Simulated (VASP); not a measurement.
# CdS (P6_3/mmc) in VASP: a series of runs, part 2 of 2

VASP 6.6.1.

## (3) Single point, PBE (24.06 Å³/atom)

This run uses another cell than the first one, of 24.06 Å³/atom.

The input, INCAR:

```
SYSTEM = CdS
PREC = Accurate
ENCUT = 520
EDIFF = 1E-6
ISMEAR = 0
SIGMA = 0.01
LREAL = .FALSE.
LASPH = .TRUE.
NELM = 60
ALGO = Normal
ISIF = 2
LWAVE = .FALSE.
LCHARG = .FALSE.
GGA = PE
NBANDS = 26
```

The input, KPOINTS:

```
regular mesh
0
G
  6 6 4
  0 0 0
```

The input, POSCAR:

```
CdS
1.0
    4.3877105639      0.0000000000      0.0000000000
   -2.1938552820      3.7998688128      0.0000000000
    0.0000000000      0.0000000000      5.7719009178
Cd S
2 2
Direct
    0.3333333333      0.6666666667      0.2500000000
    0.6666666667      0.3333333333      0.7500000000
    0.6666666667      0.3333333333      0.2500000000
    0.3333333333      0.6666666667      0.7500000000
```

Potentials or basis: VASP PAW PBE potentials, release 64 (Cd, S).

Run with:

```sh
cat potpaw_PBE.64/Cd/POTCAR potpaw_PBE.64/S/POTCAR > POTCAR
mpirun -np 1 vasp_std > vasp.out
```

It took 47 s on 1 thread of Intel Xeon Platinum 8259CL at 2.50GHz (Skylake/Cascade Lake), shared host; peak memory 0.25 GiB.

Results (log left out):

```
Free energy            : -11.9108 eV
Pressure               : 2.2 GPa
Band gap on the k mesh : 1.05 eV (least direct gap 1.30 eV)
```

Stress tensor (GPa, compression positive):
```
2.48 0.00 0.00
0.00 2.48 0.00
0.00 0.00 1.77
```

Levels at points of the mesh, in eV from the valence-band top:
```tsv
k point	band 16	band 17	band 18	band 19	band 20	band 21
(0.00, 0.00, 0.00)	-0.31	-0.25	-0.25	1.05	1.13	5.71
(0.50, 0.00, 0.00)	-2.39	-1.28	-1.12	2.56	3.80	6.16
(0.00, 0.00, 0.50)	-0.68	-0.68	-0.68	2.89	2.89	5.85
(0.50, 0.00, 0.50)	-1.78	-0.37	-0.37	3.85	3.85	5.10
```

A k mesh can miss the band edges.

## (4) Single point, PBE

This run uses another cell than the first one, of 24.19 Å³/atom.

The input, INCAR:

```
PREC = Accurate
ENCUT = 520
EDIFF = 1E-7
ISMEAR = 0
SIGMA = 0.01
LREAL = False
LASPH = True
NELM = 80
ALGO = Normal
ISIF = 2
LWAVE = False
LCHARG = False
GGA = PE
NBANDS = 26
```

The input, KPOINTS:

```
Automatic mesh
0
Gamma
  6 6 4
```

The input, POSCAR:

```
CdS
1.0
    4.4085296226      0.0000000000      0.0000000000
   -2.2042648113      3.8178986465      0.0000000000
    0.0000000000      0.0000000000      5.7481182294
Cd S
2 2
Direct
    0.3333333333      0.6666666667      0.2500000000
    0.6666666667      0.3333333333      0.7500000000
    0.6666666667      0.3333333333      0.2500000000
    0.3333333333      0.6666666667      0.7500000000
```

Potentials or basis: VASP PAW PBE potentials, release 64 (Cd, S).

Run with:

```sh
cat potpaw_PBE.64/Cd/POTCAR potpaw_PBE.64/S/POTCAR > POTCAR
mpirun -np 1 vasp_std > vasp.out
```

OUTCAR:

```text
PREC = Accurate
   ENCUT = 520
   EDIFF = 1E-7
   ISMEAR = 0
   LREAL = False
   LASPH = True
   NELM = 80
   ISIF = 2
   GGA = PE

 ion  position               nearest neighbor table
   1  0.333  0.667  0.250-   3 2.55   3 2.55   3 2.55   4 2.87   4 2.87
   2  0.667  0.333  0.750-   4 2.55   4 2.55   4 2.55   3 2.87   3 2.87
   3  0.667  0.333  0.250-   1 2.55   1 2.55   1 2.55   2 2.87   2 2.87
   4  0.333  0.667  0.750-   2 2.55   2 2.55   2 2.55   1 2.87   1 2.87

  LATTYP: Found a hexagonal cell.
 ALAT       =     4.4085296226
[... 804 lines left out ...]
  Direction    XX          YY          ZZ          XY          YZ          ZX
  --------------------------------------------------------------------------------------
  -------------------------------------------------------------------------------------
  Total        1.1072966      1.1072966      1.0392017      0.0000000      0.0000000      0.0000000
  in kB       18.3371017     18.3371017     17.2094339      0.0000000      0.0000000      0.0000000
  external PRESSURE =      17.9612125 kB  Pullay stress =       0.0000000 kB

 VOLUME and BASIS-vectors are now :
 -----------------------------------------------------------------------------
  energy-cutoff  :      520.00
  volume of cell :       96.75
      direct lattice vectors                 reciprocal lattice vectors
     4.408529623  0.000000000  0.000000000     0.226833000  0.130962094  0.000000000
    -2.204264811  3.817898647  0.000000000     0.000000000  0.261924187  0.000000000
     0.000000000  0.000000000  5.748118229     0.000000000  0.000000000  0.173969978

 POSITION                                       TOTAL-FORCE (eV/Angst)
 -----------------------------------------------------------------------------------
     -0.00000      2.54527      1.43703         0.000000     -0.000000      0.000000
      2.20426      1.27263      4.31109        -0.000000      0.000000     -0.000000
      2.20426      1.27263      1.43703        -0.000000      0.000000     -0.000000
     -0.00000      2.54527      4.31109         0.000000     -0.000000     -0.000000
 -----------------------------------------------------------------------------------
    total drift:                                0.000000      0.000000     -0.000000

  FREE ENERGIE OF THE ION-ELECTRON SYSTEM (eV)
  ---------------------------------------------------
  free  energy   TOTEN  =       -11.9188483118 eV

  energy  without entropy=      -11.9188483118  energy(sigma->0) =      -11.91884831
```

OSZICAR:

```text
N       E                     dE             d eps       ncg     rms          rms(c)
DAV:   1     0.248597406656E+03    0.24860E+03   -0.17664E+04  1092   0.128E+03
DAV:   2     0.666431519187E+00   -0.24793E+03   -0.23919E+03  1204   0.319E+02
DAV:   3    -0.129651004325E+02   -0.13632E+02   -0.13553E+02  1314   0.748E+01
DAV:   4    -0.131012612669E+02   -0.13616E+00   -0.13608E+00  1212   0.727E+00
DAV:   5    -0.131033817885E+02   -0.21205E-02   -0.21204E-02  1266   0.912E-01    0.108E+01
DAV:   6    -0.119506529670E+02    0.11527E+01   -0.19903E+00  1382   0.145E+01    0.882E+00
DAV:   7    -0.119210921459E+02    0.29561E-01   -0.76024E-01  1160   0.465E+00    0.433E+00
DAV:   8    -0.119203672219E+02    0.72492E-03   -0.87480E-02  1190   0.301E+00    0.551E-01
DAV:   9    -0.119184710686E+02    0.18962E-02   -0.17307E-02  1232   0.160E+00    0.171E-01
DAV:  10    -0.119186722532E+02   -0.20118E-03   -0.15646E-03  1178   0.386E-01    0.119E-01
DAV:  11    -0.119187468673E+02   -0.74614E-04   -0.17686E-04  1240   0.827E-02    0.118E-01
DAV:  12    -0.119188327956E+02   -0.85928E-04   -0.10636E-04  1122   0.515E-02    0.416E-02
DAV:  13    -0.119188478836E+02   -0.15088E-04   -0.33779E-05  1200   0.491E-02    0.166E-02
DAV:  14    -0.119188485935E+02   -0.70992E-06   -0.21800E-06  1222   0.142E-02    0.928E-03
DAV:  15    -0.119188483495E+02    0.24400E-06   -0.16874E-06  1166   0.697E-03    0.342E-03
DAV:  16    -0.119188483118E+02    0.37729E-07   -0.15059E-07  1026   0.281E-03
   1 F= -.11918848E+02 E0= -.11918848E+02  d E =-.612497E-23
```

It took 58 s on 1 thread of Intel Xeon Platinum 8259CL at 2.50GHz (Skylake/Cascade Lake), shared host; peak memory 0.25 GiB.

Results:

```yaml
Free_energy: -11.9188 eV
Pressure: 1.8 GPa
Band_gap_on_the_k_mesh: 0.99 eV (least direct gap 1.26 eV)
```

A k mesh can miss the band edges.

## (5) Single point, PBE

This run uses another cell than the first one, of 24.80 Å³/atom.

Edit INCAR of step 4 so:

```diff
@@ -2,3 +2,3 @@
 ENCUT = 520
-EDIFF = 1E-7
+EDIFF = 1E-6
 ISMEAR = 0
```

KPOINTS is that of step 4.

The input, POSCAR:

```
CdS
1.0
    4.4324862132      0.0000000000      0.0000000000
   -2.2162431066      3.8386456626      0.0000000000
    0.0000000000      0.0000000000      5.8308019340
Cd S
2 2
Direct
    0.3333333333      0.6666666667      0.2500000000
    0.6666666667      0.3333333333      0.7500000000
    0.6666666667      0.3333333333      0.2500000000
    0.3333333333      0.6666666667      0.7500000000
```

Run with:

```sh
cat potpaw_PBE.64/Cd/POTCAR potpaw_PBE.64/S/POTCAR > POTCAR
mpirun -np 1 vasp_std > vasp.out
```

Run time: 51 s. Hardware: 1 thread of Intel Xeon Platinum 8259CL at 2.50GHz (Skylake/Cascade Lake), shared host; peak memory 0.25 GiB.

It converged, with:

```yaml
Free_energy: -11.9348 eV
Pressure: 0.3 GPa
Band_gap_on_the_k_mesh: 1.02 eV (least direct gap 1.27 eV)
```

Stress tensor (GPa, compression positive):
```
0.37 0.00 0.00
0.00 0.37 0.00
0.00 0.00 0.23
```

Levels at points of the mesh, in eV from the valence-band top:
```
           k point  band 16  band 17  band 18  band 19  band 20  band 21
(0.00, 0.00, 0.00)    -0.26    -0.25    -0.25     1.02     1.02     5.73
(0.50, 0.00, 0.00)    -2.27    -1.20    -1.06     2.56     3.69     6.18
(0.00, 0.00, 0.50)    -0.67    -0.67    -0.67     2.80     2.80     5.86
(0.50, 0.00, 0.50)    -1.71    -0.35    -0.35     3.80     3.80     5.09
```

A k mesh can miss the band edges.

## (6) The runs side by side

| cell | gap on the mesh (eV) | pressure (GPa) |
| --- | --- | --- |
| a = 4.342, b = 4.342, c = 5.712 Å, angles 90.0, 90.0, 120.0°, 4 atoms | 1.09 | 4.5 |
| a = 4.388, b = 4.388, c = 5.772 Å, angles 90.0, 90.0, 120.0°, 4 atoms | 1.05 | 2.2 |
| a = 4.409, b = 4.409, c = 5.748 Å, angles 90.0, 90.0, 120.0°, 4 atoms | 0.99 | 1.8 |
| a = 4.432, b = 4.432, c = 5.831 Å, angles 90.0, 90.0, 120.0°, 4 atoms | 1.02 | 0.3 |

Alike in all rows: task single point; level PBE; potentials or basis VASP PAW PBE potentials, release 64 (Cd, S); no spin polarisation; k mesh 6 × 6 × 4; cutoff (eV) 520; smearing gaussian 0.01 eV.

Caveats: the cell stands under pressure (at least some runs).

Total energies depend on the potentials used, so only differences within one code and one set of settings carry meaning.
